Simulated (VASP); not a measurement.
Write the native input for VASP 6.6.1 that does the following.

```
Task                   : single point
Functional             : LDA
Potentials or basis    : VASP PAW LDA potentials, release 64 (Ge_d)
Cutoff                 : 520 eV
k mesh                 : 11 × 11 × 11
Occupations            : fermi-dirac, width 0.05 eV
Spin                   : no spin polarisation
Dipole correction      : no
Further INCAR settings : ALGO = Normal; EDIFF = 1e-06; NBANDS = 21
```

The structure of Ge lies in POSCAR:

```
Ge
1.0
   -2.5915398167      2.5915398167      1.4066673013
    2.5915398167     -2.5915398167      1.4066673013
    2.5915398167      2.5915398167     -1.4066673013
Ge
2
Direct
    0.5000000000      0.5000000000      0.0000000000
    0.2500000000      0.7500000000      0.5000000000
```

This cell differs from its parent crystal: volume scaled by 1.02.

The input as run:

INCAR

```
SYSTEM = Ge
PREC = Accurate
ENCUT = 520
EDIFF = 1E-6
ISMEAR = -1
SIGMA = 0.05
LREAL = .FALSE.
LASPH = .TRUE.
NELM = 100
ALGO = Normal
ISIF = 2
LWAVE = .FALSE.
LCHARG = .FALSE.
NBANDS = 21
```

KPOINTS

```
Automatic mesh
0
G
  11 11 11
  0 0 0
```

Potentials or basis: VASP PAW LDA potentials, release 64 (Ge_d).

Run with:

```bash
$ cat potpaw_LDA.64/Ge_d/POTCAR > POTCAR
$ mpirun -np 1 vasp_std > vasp.out
```

Results of the run:

```
Pressure               : -3.8 GPa
Band gap on the k mesh : zero (band 14 reaches 7.94 eV, above the bottom of band 15 at 3.43 eV)
```

Run time: 73 s on 1 thread of Intel(R) Xeon(R) Platinum 8488C (Sapphire Rapids), with other jobs on the host, peak memory 0.19 GiB.
